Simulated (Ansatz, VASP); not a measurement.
**InGa3P4: VASP beside Ansatz**

```
CELL_PARAMETERS angstrom
3.96537 0.00000 0.00000
0.00000 3.96537 0.00000
0.00000 0.00000 11.28802
ATOMIC_POSITIONS crystal
In 0.50000 0.50000 0.00000
Ga 0.00000 0.00000 0.74024
Ga 0.00000 0.00000 0.25976
Ga 0.50000 0.50000 0.50000
P 0.50000 0.00000 0.85914
P 0.00000 0.50000 0.14086
P 0.50000 0.00000 0.37995
P 0.00000 0.50000 0.62005
```

Alike in both runs: task relaxation of cell and atoms; functional PBE; k mesh 8 × 8 × 4; occupations gaussian, width 0.02 eV; no spin polarisation.

```csv
,VASP,Ansatz
version,VASP 6.6.1,Ansatz 0.2.0
potentials or method,"VASP PAW PBE potentials, release 64 (In_d, Ga_d, P), cutoff 600 eV","scalar-relativistic, plane waves, PAW"
valence electrons in the cell,72,72
```

|  | VASP | Ansatz | Ansatz less VASP |
| --- | --- | --- | --- |
| gap on the k mesh at the Fermi level, each at its own relaxed structure (eV) | 1.11 | 1.11 | +0.003 |
| relaxed volume (Å³/atom) | 22.19 | 22.19 | 0.000 |
| relaxed cell length with the largest relative difference (Å) | 3.965 | 3.965 | 0.0000 |

Noted on VASP's run: the relaxation stopped at its first step, so nothing moved.
